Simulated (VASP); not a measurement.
Crystal: Ni3Ge.

```
CELL_PARAMETERS angstrom
3.53033 0.00000 0.00000
0.00000 3.53033 0.00000
0.00000 0.00000 3.53033
ATOMIC_POSITIONS crystal
Ni 0.50000 0.00000 0.50000
Ni 0.00000 0.50000 0.50000
Ni 0.50000 0.50000 0.00000
Ge 0.00000 0.00000 0.00000
```

```yaml
Program: VASP 6.6.1
Task: relaxation of cell and atoms
Functional: LDA
Potentials_or_basis: VASP PAW LDA potentials, release 64 (Ni, Ge_d)
Cutoff: 600 eV
k_mesh: 12 × 12 × 12
Occupations: gaussian, width 0.1 eV
Spin: no spin polarisation
```

At the start: pressure -7.4 GPa; volume 11.00 Å³/atom.

Problem. Where does the relaxation end?

Solution. Over 5 steps the energy falls by 8.8 meV/atom and the volume is 10.63 Å³/atom (-3.4 %); space group Pm-3m (No. 221, to 0.1 Å) before and after.

The path:
| step | energy change (eV) | largest force (eV/Å) | pressure (GPa) | volume (Å³) |
| --- | --- | --- | --- | --- |
| 1 | 0.0000 | 0.0000 | -7.41 | 44.00 |
| 2 | 0.0184 | 0.0000 | 9.80 | 40.84 |
| 3 | -0.0352 | 0.0000 | -0.52 | 42.58 |
| 4 | -0.0352 | 0.0000 | 0.10 | 42.49 |
| 5 | -0.0353 | 0.0000 | 0.06 | 42.52 |

Final structure:
```
Ni Ge
1.0
     3.49022    0.00000    0.00000
     0.00000    3.49022    0.00000
     0.00000    0.00000    3.49022
Ni Ge
3 1
Direct
  0.50000 0.00000 0.50000
  0.00000 0.50000 0.50000
  0.50000 0.50000 0.00000
  0.00000 0.00000 0.00000
```
